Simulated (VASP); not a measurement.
Wanted: the native input for a VASP 6.6.1 run.

* Task: single point
* Functional: PBE
* Potentials or basis: VASP PAW PBE potentials, release 64 (Cl)
* Cutoff: 520 eV
* k mesh: 16 × 16 × 16
* Occupations: fermi-dirac, width 0.02 eV
* Spin: no spin polarisation
* Dipole correction: no
* Further INCAR settings: ALGO = Normal; EDIFF = 1e-06; NBANDS = 10

The structure of Cl lies in POSCAR:

```
Cl
1.0
    2.6024013033      0.0000000000      0.0000000000
    0.0000000000      2.6024013033      0.0000000000
    0.0000000000      0.0000000000      2.6024013033
Cl
1
Direct
    0.0000000000      0.0000000000      0.0000000000
```

These files were run (other wordings do the same):

INCAR

```
SYSTEM = Cl
PREC     = Accurate       ! precision mode
ENCUT    = 520            ! plane-wave cutoff, eV
EDIFF    = 1E-6           ! SCF threshold, eV
ISMEAR   = -1             ! smearing method
SIGMA    = 0.02           ! smearing width, eV
LREAL    = .FALSE.        ! projectors in reciprocal space
LASPH    = .TRUE.         ! aspherical terms in the spheres
NELM     = 60             ! most SCF steps
ALGO     = Normal         ! electronic algorithm
ISIF     = 2              ! what is computed and relaxed
LWAVE    = .FALSE.        ! write WAVECAR
LCHARG   = .FALSE.        ! write CHGCAR
GGA      = PE             ! functional
NBANDS   = 10             ! bands
```

KPOINTS

```
regular mesh
0
G
  16 16 16
  0 0 0
```

Potentials or basis: VASP PAW PBE potentials, release 64 (Cl).

Run with:

```console
$ cat potpaw_PBE.64/Cl/POTCAR > POTCAR
$ mpirun -np 1 vasp_std > vasp.out
```

Results of the run:

```yaml
Pressure: 19.8 GPa
```

Caveat: an odd number of electrons without spin polarisation forces a metal; a magnetic or distorted state may lie lower.

Wall time 16 s on 1 thread of Intel(R) Xeon(R) Platinum 8375C CPU @ 2.90GHz (Ice Lake) (shared host), peak memory 0.13 GiB.
